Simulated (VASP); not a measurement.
# VSi15O32 (a cell with a defect) in VASP: single point with PBE

Aim: the single point of VSi15O32 (a cell with a defect) with PBE.

Program: VASP 6.6.1. These are calculated values, not measurements. Logs are shortened: lines on timing, memory, paths and dates and some standing lists are left out, and cuts for length are marked.

## 1. The cell of the first run

The cell holds a defect, 48 atoms: a = 9.906 Å, b = 9.906 Å, c = 9.906 Å, α = 119.61°, β = 119.61°, γ = 90.68°.

## 2. Single point, PBE

The input, INCAR:

```
SYSTEM = VSi15O32
PREC = Accurate
ENCUT = 520
EDIFF = 1E-6
ISMEAR = -1
SIGMA = 0.01
LREAL = Auto
LASPH = .True.
NELM = 100
ALGO = Normal
ISIF = 2
LWAVE = .False.
LCHARG = .False.
GGA = PE
NELECT = 264.0
NBANDS = 162
```

The input, KPOINTS:

```
Automatic mesh
0
Gamma
  3 3 3
  0 0 0
```

The input, POSCAR:

```
VSi15O32
1.0
   -4.9820000000      4.9820000000      6.9630000000
    4.9820000000     -4.9820000000      6.9630000000
    4.9820000000      4.9820000000     -6.9630000000
V Si O
1 15 32
Direct
    0.1590013541      0.1590013541      0.3180027082
    0.6450412291      0.6450412291      0.2900824582
    0.6591885722      0.1469285887      0.8086049105
    0.1494163383      0.6616763218      0.8086049105
    0.5474981528      0.2274161148      0.5151210008
    0.0187323756      0.7178022291      0.4912932145
    0.0287617166      0.2242096933     -0.0053158879
    0.5224111387      0.7238588904     -0.0050607240
    0.5930080595      0.5984374486      0.6916291953
    0.0986211358      0.0931917467      0.6916291953
    0.0982085792      0.5982085792      0.1964171584
    0.5986452323      0.0986452323      0.1972904646
    0.4725608388      0.7734909854      0.4912932145
    0.9676228480      0.2877048860      0.5151210008
    0.9659223954      0.7704744187     -0.0053158879
    0.4725281373      0.2710803856     -0.0050607240
    0.1561337401      0.2173887069      0.1809405743
    0.6450440796      0.7014850814      0.1613155141
    0.6648209093      0.2114734085      0.6873837476
    0.1409732624      0.7138171808      0.6740099276
    0.5954231210      0.4126661417      0.5722271774
    0.0698627389      0.9028393125      0.5445214604
    0.0871385504      0.4106033429      0.0589788963
    0.5900306455      0.9124822904      0.0647611721
    0.7794990532      0.7294283379      0.8291861229
    0.2869629698      0.2082480902      0.8090863442
    0.2824489046      0.7267312413      0.3229916640
    0.7854623565      0.2282754859      0.3300652454
    0.5927333343      0.7711037191      0.4240172677
    0.1012400739      0.2883687670      0.4579865426
    0.0947572832      0.7838736970      0.9431420829
    0.6048689329      0.2672700953      0.9422181567
    0.4746587215      0.6416821479      0.5445214604
    0.9768040564      0.1595610357      0.5722271774
    0.9718403458      0.6483755534      0.0589788963
    0.4747305266      0.1522788817      0.0647611721
    0.5221233744      0.6008382540      0.8090863442
    0.0496870697      0.0997577850      0.8291861229
    0.0405427594      0.5962604226      0.3229916640
    0.5446028889      0.1017897595      0.3300652454
    0.3567464687      0.1696177755      0.4579865426
    0.8312839333      0.6529135485      0.4240172677
    0.8483847997      0.1592683859      0.9431420829
    0.3373492238      0.6749480614      0.9422181567
    0.5162714346      0.4598304328      0.1613155141
    0.0248068342      0.9635518674      0.1809405743
    0.0225628384      0.4759103391      0.6873837476
    0.5330366653      0.9601927468      0.6740099276
```

Potentials or basis: VASP PAW PBE potentials, release 64 (V_sv, Si, O).

The run is started by

```console
cat potpaw_PBE.64/V_sv/POTCAR potpaw_PBE.64/Si/POTCAR potpaw_PBE.64/O/POTCAR > POTCAR
mpirun -np 1 vasp_std > vasp.out
```

OUTCAR:

```text
SYSTEM = VSi15O32
   PREC = Accurate
   ENCUT = 520
   EDIFF = 1E-6
   ISMEAR = -1
   LREAL = Auto
   LASPH = .True.
   NELM = 100
   ISIF = 2
   GGA = PE
   NELECT = 264.0

 ion  position               nearest neighbor table
   1  0.159  0.159  0.318-  17 1.71  46 1.71  30 1.71  41 1.71
   2  0.645  0.645  0.290-  45 1.63  18 1.63  42 1.63  29 1.63   8 3.07  16 3.07   6 3.07  13 3.07

   3  0.659  0.147  0.809-  32 1.62  48 1.62  43 1.63  19 1.64   7 3.04   5 3.07  16 3.09  13 3.10

   4  0.149  0.662  0.809-  44 1.62  20 1.62  31 1.63  47 1.64  15 3.04  14 3.07   8 3.09   6 3.10
[... 51 lines left out ...]
  47  0.023  0.476  0.687-  14 1.61   4 1.64
  48  0.533  0.960  0.674-   3 1.62  13 1.63

  LATTYP: Found a body centered tetragonal cell.
 ALAT       =     9.9640000000
 C/A-ratio  =     1.3976314733

  Lattice vectors:

 A1 = (  -4.9820000000,   4.9820000000,   6.9630000000)
 A2 = (   4.9820000000,  -4.9820000000,   6.9630000000)
 A3 = (   4.9820000000,   4.9820000000,  -6.9630000000)

Analysis of symmetry for initial positions (statically):
=====================================================================
 Subroutine PRICEL returns:
 Original cell was already a primitive cell.

 Routine SETGRP: Setting up the symmetry group for a
 body centered tetragonal supercell.

 Subroutine GETGRP returns: Found  2 space group operations
 (whereof  2 operations were pure point group operations)
 out of a pool of 16 trial point group operations.

The static configuration has the point symmetry C_2 .

Analysis of symmetry for dynamics (positions and initial velocities):
=====================================================================
 Subroutine PRICEL returns:
 Original cell was already a primitive cell.

 Routine SETGRP: Setting up the symmetry group for a
 body centered tetragonal supercell.

 Subroutine GETGRP returns: Found  2 space group operations
 (whereof  2 operations were pure point group operations)
 out of a pool of 16 trial point group operations.

The dynamic configuration has the point symmetry C_2 .

 Subroutine INISYM returns: Found  2 space group operations
 (whereof  2 operations are pure point group operations),
 and found     1 'primitive' translations

----------------------------------------------------------------------------------------

                                     Primitive cell

  volume of cell :     691.2957

[... 170 lines left out ...]
   NFREE  =      0    steps in history (QN), initial steepest desc. (CG)
   ISIF   =      2    stress and relaxation
   ISYM   =      2    0-nonsym 1-usesym 2-fastsym
   POTIM  = 0.5000    time-step for ionic-motion
   TEBEG  =    0.0;   TEEND  =   0.0 temperature during run
   PSTRESS=    0.0 pullay stress
   NELECT =     264.0000    total number of electrons
   NUPDOWN=      -1.0000    fix difference up-down
   EMIN   =  10.00;   EMAX   =-10.00  energy-range for DOS
   EFERMI =   0.00;   METHOD = LEGACY
   ISMEAR =    -1;   SIGMA  =   0.01  broadening in eV -4-tet -1-fermi 0-gaus
   EFERMI_NEDOS =   21; number of points for ismear=-14 and -15
   IALGO  =     38    algorithm
   IMIX   =      4    mixing-type and parameters
     AMIX     =   0.40;   BMIX     =  1.00
     AMIX_MAG =   1.60;   BMIX_MAG =  1.00
  volume/ion in A,a.u.               =      14.40        97.19
  Fermi-wavevector in a.u.,A,eV,Ry     =   1.187740  2.244504 19.194110  1.410727
  Thomas-Fermi vector in A             =   2.323885
   LORBIT       =      0    0 simple, 1 ext, 2 COOP (PROOUT), +10 PAW based schemes
   GGA     = PE    functional components
   LHFCALC =     F    Hartree Fock is set to
   AEXX    =    0.0000 exact exchange contribution
   IVDW    =     0    specifies the selected vdW correction
   LEPSILON=     F    determine dielectric tensor
   LRPA    =     F    only Hartree local field effects (RPA)
 non-spin polarized calculation
  energy-cutoff  :      520.00
  volume of cell :      691.30
 maximum number of plane-waves:     18666
 NGX is ok and might be reduce to    80
   NGX = 37   NGY = 37   NGZ = 37

 number of electron     264.0000006 magnetization

 Free energy of the ion-electron system (eV)
  ---------------------------------------------------
  ext. energy  EPLUGINS =         0.00000000
  ---------------------------------------------------
  free energy    TOTEN  =      -383.73357771 eV

  energy without entropy =     -383.73357771  energy(sigma->0) =     -383.73357771

 E-fermi :   0.4621     XC(G=0):  -8.4605

 val. band max:        0.2225544489   @ k =   0.0000   0.0000   0.0000
 cond. band min:       2.4796788010   @ k =   0.0000  -0.3333  -0.3333
 fundamental gap:      2.2571243520
 Fermi energy:         0.4621131169

 k-point     1 :       0.0000    0.0000    0.0000
  band No.  band energies     occupation
      1     -64.7981      2.00000
      2     -38.7824      2.00000
      3     -38.7020      2.00000
      4     -38.6891      2.00000
      5     -19.2053      2.00000
      6     -18.8455      2.00000
[... 1459 lines left out ...]
    143       7.9836      0.00000
    144       8.8277      0.00000
 [bands above 144 left out]

------------------------ aborting loop because EDIFF is reached ----------------------------------------

  FORCE on cell =-STRESS in cart. coord.  units (eV):
  Direction    XX          YY          ZZ          XY          YZ          ZX
  --------------------------------------------------------------------------------------
  -------------------------------------------------------------------------------------
  Total        0.0884302      0.0884302     -2.5570310     -0.0245420      0.3190873     -0.3190933
  in kB        0.2049496      0.2049496     -5.9262880     -0.0568795      0.7395308     -0.7395447
  external PRESSURE =      -1.8387962 kB  Pullay stress =       0.0000000 kB

 VOLUME and BASIS-vectors are now :
 -----------------------------------------------------------------------------
  energy-cutoff  :      520.00
  volume of cell :      691.30
      direct lattice vectors                 reciprocal lattice vectors
    -4.982000000  4.982000000  6.963000000     0.000000000  0.100361301  0.071808129
     4.982000000 -4.982000000  6.963000000     0.100361301  0.000000000  0.071808129
     4.982000000  4.982000000 -6.963000000     0.100361301  0.100361301  0.000000000

 POSITION                                       TOTAL-FORCE (eV/Angst)
 -----------------------------------------------------------------------------------
      1.58429      1.58429      0.00000         0.037180      0.037180      0.000000
      1.44519      1.44519      6.96300         0.020292      0.020292      0.000000
      1.47639      6.58055     -0.01732         0.020357      0.022942     -0.005226
      6.58055      1.47639      0.01732         0.022942      0.020357      0.005226
      0.97168      4.16098      1.80894        -0.018775     -0.014576     -0.011997
      5.93039     -1.03514      1.70762        -0.028441      0.017070     -0.004233
[... 40 lines left out ...]
      5.68312      1.16597     -1.31538         0.019484      0.004365      0.008752
      5.48601      1.22983      5.70423        -0.007963      0.004615     -0.004922
 -----------------------------------------------------------------------------------
    total drift:                                0.012198      0.012200     -0.000001

  FREE ENERGIE OF THE ION-ELECTRON SYSTEM (eV)
  ---------------------------------------------------
  free  energy   TOTEN  =      -383.7335777077 eV

  energy  without entropy=     -383.7335777077  energy(sigma->0) =     -383.73357771
```

Run time: 59 min. Hardware: 1 thread of Intel Xeon Platinum 8375C at 2.90GHz (Ice Lake), shared host; peak memory 1.4 GiB.

What came out:

```yaml
Free_energy: -383.7336 eV
Largest_force: 0.119 eV/Å
```

Forces on the atoms (eV/Å):
```
V    0.037  0.037  0.000
Si   0.020  0.020  0.000
Si   0.020  0.023 -0.005
Si   0.023  0.020  0.005
Si  -0.019 -0.015 -0.012
Si  -0.028  0.017 -0.004
Si  -0.009  0.031  0.005
Si  -0.016  0.017 -0.005
Si  -0.019 -0.024  0.003
Si  -0.024 -0.019 -0.003
Si  -0.018 -0.018  0.000
Si  -0.010 -0.010  0.000
Si   0.017 -0.028  0.004
Si  -0.015 -0.019  0.012
Si   0.031 -0.009 -0.005
Si   0.017 -0.016  0.005
O   -0.025 -0.069  0.064
O    0.003  0.001 -0.002
O    0.004  0.019 -0.009
O    0.005 -0.008  0.005
O    0.010 -0.003  0.002
O    0.002  0.003 -0.006
O    0.003  0.001 -0.007
O   -0.006  0.003 -0.003
O   -0.001 -0.010 -0.005
O   -0.001  0.005 -0.002
O    0.003  0.003 -0.002
O   -0.006 -0.015 -0.013
O   -0.005  0.004 -0.001
O    0.107 -0.035 -0.038
O   -0.007  0.005  0.009
O    0.004 -0.004 -0.004
O    0.003  0.002  0.006
O   -0.003  0.010 -0.002
O    0.001  0.003  0.007
O    0.003 -0.006  0.003
O    0.005 -0.001  0.002
O   -0.010 -0.001  0.005
O    0.003  0.003  0.002
O   -0.015 -0.006  0.013
O   -0.035  0.107  0.038
O    0.004 -0.005  0.001
O    0.005 -0.007 -0.009
O   -0.004  0.004  0.004
O    0.001  0.003  0.002
O   -0.069 -0.025 -0.064
O    0.019  0.004  0.009
O   -0.008  0.005 -0.005
```

Caveat: the cell carries a net charge on a neutralising background, which shifts energy and pressure; the cell is charged against a uniform background, so pressure and absolute levels hang on convention.
